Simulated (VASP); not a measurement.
Write the native input for VASP 6.6.1 that does the following.

```yaml
Task: single point
Functional: PBEsol
Potentials_or_basis: VASP PAW PBE potentials, release 64 (Li_sv)
Cutoff: 520 eV
k_mesh: 18 × 18 × 18
Occupations: gaussian, width 0.15 eV
Spin: no spin polarisation
Dipole_correction: no
Further_INCAR_settings: ALGO = Normal; EDIFF = 1e-07; NBANDS = 8
```

The structure of Li lies in POSCAR:

```
Li
1.0
    0.0495450000      2.2020000000      2.2020000000
    2.2515450000      0.0000000000      2.2515450000
    2.2020000000      2.2020000000      0.0495450000
Li
1
Direct
    0.0000000000      0.0000000000      0.0000000000
```

This cell differs from its parent crystal: strain +0.0450 x Voigt [0, 0, 0, 0, 1, 0].

These files were run (other wordings do the same):

INCAR

```
SYSTEM = Li
PREC     = Accurate       ! precision mode
ENCUT    = 520            ! plane-wave cutoff, eV
EDIFF    = 1E-7           ! SCF threshold, eV
ISMEAR   = 0              ! smearing method
SIGMA    = 0.15           ! smearing width, eV
LREAL    = .FALSE.        ! projectors in reciprocal space
LASPH    = .TRUE.         ! aspherical terms in the spheres
NELM     = 80             ! most SCF steps
ALGO     = Normal         ! electronic algorithm
ISIF     = 2              ! what is computed and relaxed
LWAVE    = .FALSE.        ! write WAVECAR
LCHARG   = .FALSE.        ! write CHGCAR
GGA      = PS             ! functional
NBANDS   = 8              ! bands
```

KPOINTS

```
regular mesh
0
G
  18 18 18
  0 0 0
```

Potentials or basis: VASP PAW PBE potentials, release 64 (Li_sv).

The run is started by

```bash
$ cat potpaw_PBE.64/Li_sv/POTCAR > POTCAR
$ mpirun -np 1 vasp_std > vasp.out
```

It took 3.3 min on 1 thread of Oxide Virtual Turin-like Processor (shared host), peak memory 0.18 GiB.
